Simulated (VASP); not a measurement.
Set up this calculation in VASP 6.6.1, as the native input.

```yaml
Task: relaxation of cell and atoms
Functional: revPBE
Dispersion: D3(BJ)
Potentials_or_basis: VASP PAW PBE potentials, release 64 (Cd, S)
Cutoff: 600 eV
k_mesh: 8 × 8 × 8
Occupations: fermi-dirac, width 0.05 eV
Spin: no spin polarisation
Dipole_correction: no
Further_INCAR_settings: ALGO = Normal; EDIFF = 1e-06; IBRION = 2; EDIFFG = -0.01; NSW = 60; ISIF = 3
```

The structure of CdS lies in POSCAR:

```
CdS
1.0
    0.0000000000      2.7532440000      2.7532440000
    2.7532440000      0.0000000000      2.7532440000
    2.7532440000      2.7532440000      0.0000000000
Cd S
1 1
Direct
    0.0000000000      0.0000000000      0.0000000000
    0.5000000000      0.5000000000      0.5000000000
```

One way to write it, as run:

INCAR

```
SYSTEM = CdS
  PREC = Accurate
  ENCUT = 600
  EDIFF = 1E-6
  ISMEAR = -1
  SIGMA = 0.05
  LREAL = .False.
  LASPH = .True.
  NELM = 80
  ALGO = Normal
  ISIF = 3
  LWAVE = .False.
  LCHARG = .False.
  GGA = RE
  IVDW = 12
  IBRION = 2
  NSW = 60
  EDIFFG = -0.01
```

KPOINTS

```
Automatic mesh
0
Gamma
  8 8 8
  0 0 0
```

Potentials or basis: VASP PAW PBE potentials, release 64 (Cd, S).

The run is started by

```bash
$ cat potpaw_PBE.64/Cd/POTCAR potpaw_PBE.64/S/POTCAR > POTCAR
$ mpirun -np 1 vasp_std > vasp.out
```

It gave:

```json
{
  "Relaxed volume": "19.75 Å³/atom",
  "Relaxed cell": "a = 3.823 Å, b = 3.823 Å, c = 3.823 Å, α = 60.00°, β = 60.00°, γ = 60.00°",
  "Space group after relaxing (to 0.05 Å)": "Fm-3m (No. 225)",
  "Energy gained by relaxing": "14.7 meV/atom",
  "Ionic steps": "3",
  "Pressure after relaxing": "0.0 GPa",
  "Band gap on the k mesh": "0.34 eV, indirect (least direct gap 1.99 eV)",
  "Dispersion energy per atom": "-0.770 eV"
}
```

Caveat: the PAW data sets were made with another functional, which shifts forces and pressure a little.

Wall time 30 s on 1 thread of Intel(R) Xeon(R) Platinum 8488C (Sapphire Rapids), on a shared host, peak memory 0.2 GiB.
